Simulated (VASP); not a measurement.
# Ta2N (R3m) in VASP: single point with PBEsol

Aim: the single point of Ta2N with PBEsol.

All numbers are computed with VASP 6.6.1; they aren't measurements. Logs are shortened: lines on timing, memory, paths and dates and some standing lists are left out, and cuts for length are marked.

## 1. The cell of the first run

The structure is trigonal, space group R3m (No. 160). Conventional cell: a = 3.079 Å, b = 3.079 Å, c = 28.940 Å, α = 90.00°, β = 90.00°, γ = 120.00°. Within 3.1 Å of Ta (site symmetry 3m) lie 3 N at 2.16 Å and 10 Ta at 2.45 to 3.08 Å. Ta (site symmetry 3m) has 3 N at 2.16 Å and 12 Ta at 2.97 to 3.08 Å within 3.1 Å. Within 3.1 Å of Ta (site symmetry 3m) lie 3 N at 2.16 Å and 12 Ta at 2.97 to 3.08 Å. Ta (site symmetry 3m) has 3 N at 2.16 Å and 10 Ta at 2.45 to 3.08 Å within 3.1 Å. Within 2.9 Å of N (site symmetry 3m) lie 6 Ta at 2.16 Å. N (site symmetry 3m) has 6 Ta at 2.16 Å within 2.9 Å.

## 2. Single point, PBEsol (the part above a cut slid along it)

Contents of INCAR:

```
SYSTEM = Ta2N
PREC = Accurate ; ENCUT = 520
EDIFF = 1E-7 ; ISMEAR = 0
SIGMA = 0.15 ; LREAL = .False.
LASPH = .True. ; NELM = 100
ALGO = Normal ; ISIF = 2
LWAVE = .False. ; LCHARG = .False.
GGA = PS ; ISYM = 0
NBANDS = 36 ; KPAR = 4
```

Contents of KPOINTS:

```
Automatic mesh
0
Gamma
  17 17 5
  0 0 0
```

Contents of POSCAR:

```
Ta2N
1.0
   -3.0786153856      0.0000000000      0.0000000000
   -1.5393076928     -2.6661591324      0.0000000000
   -1.5393076928     -0.8887197108      9.6465143614
Ta N
4 2
Direct
    0.3544740919      0.3544740919      0.9365777242
    0.5211407586      0.5211407586      0.4365777242
    0.1032259081      0.1032259081      0.6903222758
    0.2698925747      0.2698925747      0.1903222758
   -0.0211500000     -0.0211500000      0.0634500000
   -0.1878166667     -0.1878166667      0.5634500000
```

Potentials or basis: VASP PAW PBE potentials, release 64 (Ta_pv, N).

Command:

```console
> cat potpaw_PBE.64/Ta_pv/POTCAR potpaw_PBE.64/N/POTCAR > POTCAR
> mpirun -np 4 vasp_std > vasp.out
```

OUTCAR:

```text
SYSTEM = Ta2N
   PREC = Accurate
   ENCUT = 520
   EDIFF = 1E-7
   ISMEAR = 0
   LREAL = .False.
   LASPH = .True.
   NELM = 100
   ISIF = 2
   GGA = PS
   ISYM = 0

 ion  position               nearest neighbor table
   1  0.354  0.354  0.937-   5 2.16   5 2.16   5 2.16   4 2.45   3 2.97   3 2.97   3 2.97
   2  0.521  0.521  0.437-   6 2.16   6 2.16   6 2.16   4 2.97   4 2.97   4 2.97   3 3.03   3 3.03
                             3 3.03
   3  0.103  0.103  0.690-   6 2.16   6 2.16   6 2.16   1 2.97   1 2.97   1 2.97   2 3.03   2 3.03
                             2 3.03
   4  0.270  0.270  0.190-   5 2.16   5 2.16   5 2.16   1 2.45   2 2.97   2 2.97   2 2.97
   5  0.979  0.979  0.063-   4 2.16   1 2.16   4 2.16   1 2.16   4 2.16   1 2.16
   6  0.812  0.812  0.563-   3 2.16   3 2.16   2 2.16   2 2.16   2 2.16   3 2.16

IMPORTANT INFORMATION: All symmetrisations will be switched off!
NOSYMM: (Re-)initialisation of all symmetry stuff for point group C_1.

----------------------------------------------------------------------------------------

                                     Primitive cell

  volume of cell :      79.1793

  direct lattice vectors                    reciprocal lattice vectors
    -3.078615386  0.000000000  0.000000000    -0.324821348  0.187535693 -0.034554796
    -1.539307693 -2.666159132  0.000000000     0.000000000 -0.375071386 -0.034554796
    -1.539307693 -0.888719711  9.646514361     0.000000000  0.000000000  0.103664387

  length of vectors
     3.078615386  3.078615386  9.808900561     0.376659765  0.376659765  0.103664387

  position of ions in fractional coordinates (direct lattice)
     0.354474092  0.354474092  0.936577724
     0.521140759  0.521140759  0.436577724
     0.103225908  0.103225908  0.690322276
     0.269892575  0.269892575  0.190322276
     0.978850000  0.978850000  0.063450000
     0.812183333  0.812183333  0.563450000

  ion indices of the primitive-cell ions
   primitive index   ion index
                 1           1
                 2           2
                 3           3
                 4           4
                 5           5
                 6           6

----------------------------------------------------------------------------------------

 KPOINTS: Automatic mesh

Automatic generation of k-mesh.
 Grid dimensions read from file:
 generate k-points for:   17   17    5

 Generating k-lattice:

  Cartesian coordinates                     Fractional coordinates (reciprocal lattice)
    -0.019107138  0.011031511 -0.002032635     0.058823529  0.000000000  0.000000000
     0.000000000 -0.022063023 -0.002032635     0.000000000  0.058823529  0.000000000
     0.000000000  0.000000000  0.020732877     0.000000000  0.000000000  0.200000000

  Length of vectors
     0.022156457  0.022156457  0.020732877

  Shift w.r.t. Gamma in fractional coordinates (k-lattice)
     0.000000000  0.000000000  0.000000000

 -----------------------------------------------------------------------------
|                                                                             |
|           W    W    AA    RRRRR   N    N  II  N    N   GGGG   !!!           |
|           W    W   A  A   R    R  NN   N  II  NN   N  G    G  !!!           |
|           W    W  A    A  R    R  N N  N  II  N N  N  G       !!!           |
|           W WW W  AAAAAA  RRRRR   N  N N  II  N  N N  G  GGG   !            |
|           WW  WW  A    A  R   R   N   NN  II  N   NN  G    G                |
|           W    W  A    A  R    R  N    N  II  N    N   GGGG   !!!           |
|                                                                             |
|     Your reciprocal lattice and k-lattice belong to different lattice       |
|     classes:                                                                |
|                                                                             |
|        The reciprocal lattice is rhombohedral (trigonal),                   |
|        whereas your k-lattice is base-centered monoclinic.                  |
|                                                                             |
|     Results are often still useful ...                                      |
|                                                                             |
 -----------------------------------------------------------------------------

 WARNING: IBZKPT: internal override: KBLOWUP is changed to .FALSE.
      ... skipping the blow-up phase ...

 Subroutine IBZKPT returns following result:
 ===========================================

 Found    723 irreducible k-points:

 Following reciprocal coordinates:
            Coordinates               Weight
  0.000000  0.000000  0.000000      1.000000
  0.058824  0.000000  0.000000      2.000000
  0.117647 -0.000000  0.000000      2.000000
  0.176471 -0.000000  0.000000      2.000000
  0.235294 -0.000000  0.000000      2.000000
  0.294118 -0.000000  0.000000      2.000000
[... 16 lines left out ...]
 -0.235294  0.058824 -0.000000      2.000000
 -0.176471  0.058824  0.000000      2.000000
 [... further k-points ...]
   k-points           NKPTS =    723   k-points in BZ     NKDIM =    723   number of bands    NBANDS=     36
   number of dos      NEDOS =    301   number of ions     NIONS =      6
   total plane-waves  NPLWV =  46080
   dimension x,y,z NGX =    24 NGY =   24 NGZ =   80
   dimension x,y,z NGXF=    48 NGYF=   48 NGZF=  160
   ions per type =               4   2
   NGX,Y,Z   is equivalent  to a cutoff of  12.96, 12.96, 13.56 a.u.
   NGXF,Y,Z  is equivalent  to a cutoff of  25.92, 25.92, 27.12 a.u.
 SYSTEM =  Ta2N
   PREC   = accura    normal or accurate (medium, high low for compatibility)
   ISTART =      0    job   : 0-new  1-cont  2-samecut
   ICHARG =      2    charge: 1-file 2-atom 10-const
   ISPIN  =      1    spin polarized calculation?
   LNONCOLLINEAR =      F non collinear calculations
   LSORBIT =      F    spin-orbit coupling
   LASPH  =      T    aspherical Exc in radial PAW
   ENCUT  =  520.0 eV  38.22 Ry    6.18 a.u.   5.72  5.72 18.24*2*pi/ulx,y,z
   NELM   =    100;   NELMIN=  2; NELMDL= -5     # of ELM steps
   EDIFF  = 0.1E-06   stopping-criterion for ELM
   LREAL  =      F    real-space projection
   EDIFFG = 0.1E-05   stopping-criterion for IOM
   NSW    =      0    number of steps for IOM
   IBRION =     -1    ionic relax: 0-MD 1-quasi-New 2-CG
   NFREE  =      0    steps in history (QN), initial steepest desc. (CG)
   ISIF   =      2    stress and relaxation
   ISYM   =      0    0-nonsym 1-usesym 2-fastsym
   POTIM  = 0.5000    time-step for ionic-motion
   TEBEG  =    0.0;   TEEND  =   0.0 temperature during run
   PSTRESS=    0.0 pullay stress
   NELECT =      54.0000    total number of electrons
   NUPDOWN=      -1.0000    fix difference up-down
   EMIN   =  10.00;   EMAX   =-10.00  energy-range for DOS
   EFERMI =   0.00;   METHOD = LEGACY
   ISMEAR =     0;   SIGMA  =   0.15  broadening in eV -4-tet -1-fermi 0-gaus
   EFERMI_NEDOS =   21; number of points for ismear=-14 and -15
   IALGO  =     38    algorithm
   IMIX   =      4    mixing-type and parameters
     AMIX     =   0.40;   BMIX     =  1.00
     AMIX_MAG =   1.60;   BMIX_MAG =  1.00
  volume/ion in A,a.u.               =      13.20        89.05
  Fermi-wavevector in a.u.,A,eV,Ry     =   1.441016  2.723125 28.252863  2.076527
  Thomas-Fermi vector in A             =   2.559695
   LORBIT       =      0    0 simple, 1 ext, 2 COOP (PROOUT), +10 PAW based schemes
   GGA     = PS    functional components
   LHFCALC =     F    Hartree Fock is set to
   AEXX    =    0.0000 exact exchange contribution
   IVDW    =     0    specifies the selected vdW correction
   LEPSILON=     F    determine dielectric tensor
   LRPA    =     F    only Hartree local field effects (RPA)
 non-spin polarized calculation
 Gauss-broadening in eV      SIGMA  =   0.15
  energy-cutoff  :      520.00
  volume of cell :       79.18
 maximum number of plane-waves:      2156
   NGX = 11   NGY = 11   NGZ = 37

 number of electron      54.0000002 magnetization

 Free energy of the ion-electron system (eV)
  ---------------------------------------------------
  ext. energy  EPLUGINS =         0.00000000
  ---------------------------------------------------
  free energy    TOTEN  =       -71.38906895 eV

  energy without entropy =      -71.35429104  energy(sigma->0) =      -71.37168000

 E-fermi :   7.2375     XC(G=0): -13.1172

 val. band max:        7.2337420102   @ k =   0.2353   0.1176   0.2000
 cond. band min:       7.2389399499   @ k =  -0.1765  -0.1765   0.2000
 fundamental gap:      0.0051979397
 Fermi energy:         7.2375362854

 k-point     1 :       0.0000    0.0000    0.0000
  band No.  band energies     occupation
      1     -28.3623      2.00000
      2     -27.8816      2.00000
      3     -27.5053      2.00000
      4     -27.4515      2.00000
      5     -27.4514      2.00000
      6     -27.3579      2.00000
[... 28 lines left out ...]
     35       9.5741      0.00000
     36       9.6350      0.00000

 k-point     2 :       0.0588    0.0000    0.0000
  band No.  band energies     occupation
      1     -28.3528      2.00000
      2     -27.8851      2.00000
      3     -27.5184      2.00000
      4     -27.4605      2.00000
      5     -27.4585      2.00000
      6     -27.3754      2.00000
[... 28 lines left out ...]
     35       9.7022      0.00000
     36       9.9572      0.00000

 k-point     3 :       0.1176   -0.0000    0.0000
  band No.  band energies     occupation
      1     -28.3255      2.00000
      2     -27.8968      2.00000
      3     -27.5736      2.00000
      4     -27.4781      2.00000
      5     -27.4707      2.00000
      6     -27.4234      2.00000
[... 28 lines left out ...]
     35      10.0228      0.00000
     36      10.3300      0.00000
[... 742 lines left out ...]
 k-point    23 :      -0.2353    0.0588   -0.0000
  band No.  band energies     occupation
      1     -28.2040      2.00000
      2     -27.9902      2.00000
      3     -27.8390      2.00000
      4     -27.6322      2.00000
      5     -27.5517      2.00000
      6     -27.5294      2.00000
[... 28 lines left out ...]
     35      10.7635      0.00000
     36      11.2598      0.00000

 k-point    24 :      -0.1765    0.0588    0.0000
  band No.  band energies     occupation
      1     -28.2546      2.00000
      2     -27.9407      2.00000
      3     -27.7277      2.00000
      4     -27.5686      2.00000
      5     -27.5031      2.00000
      6     -27.4857      2.00000
[... 28 lines left out ...]
     35      10.4089      0.00000
     36      11.0245      0.00000

 [... further k-points ...]

------------------------ aborting loop because EDIFF is reached ----------------------------------------

  FORCE on cell =-STRESS in cart. coord.  units (eV):
  Direction    XX          YY          ZZ          XY          YZ          ZX
  --------------------------------------------------------------------------------------
  -------------------------------------------------------------------------------------
  Total       -1.5085180     -1.5122039     15.8781440      0.0031939      0.0031151      0.0053933
  in kB      -30.5245423    -30.5991265    321.2908826      0.0646286      0.0630324      0.1091319
  external PRESSURE =      86.7224046 kB  Pullay stress =       0.0000000 kB

 VOLUME and BASIS-vectors are now :
 -----------------------------------------------------------------------------
  energy-cutoff  :      520.00
  volume of cell :       79.18
      direct lattice vectors                 reciprocal lattice vectors
    -3.078615386  0.000000000  0.000000000    -0.324821348  0.187535693 -0.034554796
    -1.539307693 -2.666159132  0.000000000     0.000000000 -0.375071386 -0.034554796
    -1.539307693 -0.888719711  9.646514361     0.000000000  0.000000000  0.103664387

 POSITION                                       TOTAL-FORCE (eV/Angst)
 -----------------------------------------------------------------------------------
     -3.07862     -1.77744      9.03471         0.000126      0.000072     -5.785579
     -3.07862     -1.77744      4.21145        -0.001304     -0.000753     -0.211185
     -1.53931     -0.88872      6.65920         0.001209      0.000698     -0.228132
     -1.53931     -0.88872      1.83595         0.001556      0.000899      5.772176
     -4.61792     -2.66616      0.61207        -0.001953     -0.001127      0.442179
     -4.61792     -2.66616      5.43533         0.000365      0.000211      0.010540
 -----------------------------------------------------------------------------------
    total drift:                               -0.000066     -0.000038      0.000178

  FREE ENERGIE OF THE ION-ELECTRON SYSTEM (eV)
  ---------------------------------------------------
  free  energy   TOTEN  =       -71.3890689541 eV

  energy  without entropy=      -71.3542910402  energy(sigma->0) =      -71.37168000
```

It took 8.4 min on 4 MPI ranks of Intel Xeon Platinum 8488C (Sapphire Rapids), shared host; peak memory 1.4 GiB.

What came out:

| Quantity | Value |
| --- | --- |
| Free energy | -71.3891 eV |
| Pressure | 8.7 GPa |
| Largest force | 5.786 eV/Å |
| Band gap on the k mesh | zero (bands 27 and 28 overlap by 0.82 eV) |

Forces in eV/Å, atoms in the order of the input:
```
Ta   0.000  0.000 -5.786
Ta  -0.001 -0.001 -0.211
Ta   0.001  0.001 -0.228
Ta   0.002  0.001  5.772
N   -0.002 -0.001  0.442
N    0.000  0.000  0.011
```

Stress tensor (GPa, compression positive):
```
-3.05  0.01  0.01
 0.01 -3.06  0.01
 0.01  0.01 32.13
```

Levels at points of the mesh, in eV from the Fermi level:
```tsv
k point	band 24	band 25	band 26	band 27	band 28	band 29	band 30	band 31
(0.00, 0.00, 0.00)	-1.13	-0.67	-0.67	0.11	0.11	0.19	0.19	0.93
```

Caveat: the cell differs from its parent crystal (the part above a cut slid along it); the stress differs along the axes, from -3 to 32 GPa; the PAW data sets were made with another functional, which shifts forces and pressure a little; spin-orbit coupling is left out, which moves the levels of the heavy elements.
